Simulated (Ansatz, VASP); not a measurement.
## Two plane-wave programs on CaB2

```xyz
6
Lattice="1.6116 -8.4813 0.0000 1.6116 8.4813 0.0000 0.0000 0.0000 3.0544" Properties=species:S:1:pos:R:3 pbc="T T T"
Ca    1.6116   -6.5718    2.2908
Ca    1.6116    6.5718    0.7636
B     1.6116   -0.1706    2.2908
B     1.6116    0.1706    0.7636
B     1.6116    4.2339    2.2908
B     1.6116   -4.2339    0.7636
```

Alike in both runs: functional PBE; k mesh 6 × 6 × 6; occupations gaussian, width 0.1 eV; no spin polarisation.

Ansatz relaxed the structure, and its values are those at the end. VASP's run is a single point on that final structure, the one shown.

|  | VASP | Ansatz |
| --- | --- | --- |
| version | VASP 6.6.1 | Ansatz 0.2.0 |
| potentials or method | VASP PAW PBE potentials, release 64 (Ca_sv, B), cutoff 520 eV | scalar-relativistic, plane waves, PAW |
| valence electrons in the cell | 32 | 32 |

Ansatz gave:

| Item | Value |
| --- | --- |
| gap on the k mesh at the Fermi level (eV) | none |
| pressure (GPa) | 0.0 |
| rms of the force components (eV/Å) | 0.003 |

Question: Which values does VASP return?

Answer: gap on the k mesh at the Fermi level (eV): none; pressure (GPa): 0.2; rms of the force components (eV/Å): 0.004.

A gap of «none» marks a metal or a gap that the smearing closes.
